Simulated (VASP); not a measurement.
A run of VASP 6.6.1 is set up as follows.

Contents of INCAR:

```
SYSTEM = Hf2HC
  PREC = Accurate
  ENCUT = 600
  EDIFF = 1E-6
  ISMEAR = 1
  SIGMA = 0.1
  LREAL = .FALSE.
  LASPH = .TRUE.
  NELM = 120
  ALGO = Normal
  ISIF = 2
  LWAVE = .FALSE.
  LCHARG = .FALSE.
  GGA = PS
  NBANDS = 20
  GGA_COMPAT = .FALSE.
```

KPOINTS

```
regular mesh
0
G
  10 10 10
  0 0 0
```

POSCAR

```
Hf2HC
1.0
    1.6456450000      0.9501135837      5.1784140000
   -1.6456450000      0.9501135837      5.1784140000
    0.0000000000     -1.9002271675      5.1784140000
Hf H C
2 1 1
Direct
    0.7554426667      0.7554426667      0.7554426667
    0.2445573333      0.2445573333      0.2445573333
    0.0000000000      0.0000000000      0.0000000000
    0.5000000000      0.5000000000      0.5000000000
```

Potentials or basis: VASP PAW PBE potentials, release 64 (Hf_pv, H, C).

Command:

```bash
$ cat potpaw_PBE.64/Hf_pv/POTCAR potpaw_PBE.64/H/POTCAR potpaw_PBE.64/C/POTCAR > POTCAR
$ mpirun -np 1 vasp_std > vasp.out
```

Q: What does it give for the pressure?

A: -3.4 GPa.

Q: What does it give for the band gap on the k mesh?

A: Zero (an odd number of electrons rules out a gap without spin polarisation).

Q: What does it give for the largest force?

A: 0.107 eV/Å.

Stress tensor (GPa, compression positive):
```
-3.48  0.00  0.00
 0.00 -3.48  0.00
 0.00  0.00 -3.22
```

Caveat: the cell stands under tension; the PAW data sets were made with another functional, which shifts forces and pressure a little; spin-orbit coupling is left out, which moves the levels of the heavy elements; an odd number of electrons without spin polarisation forces a metal; a magnetic or distorted state may lie lower.
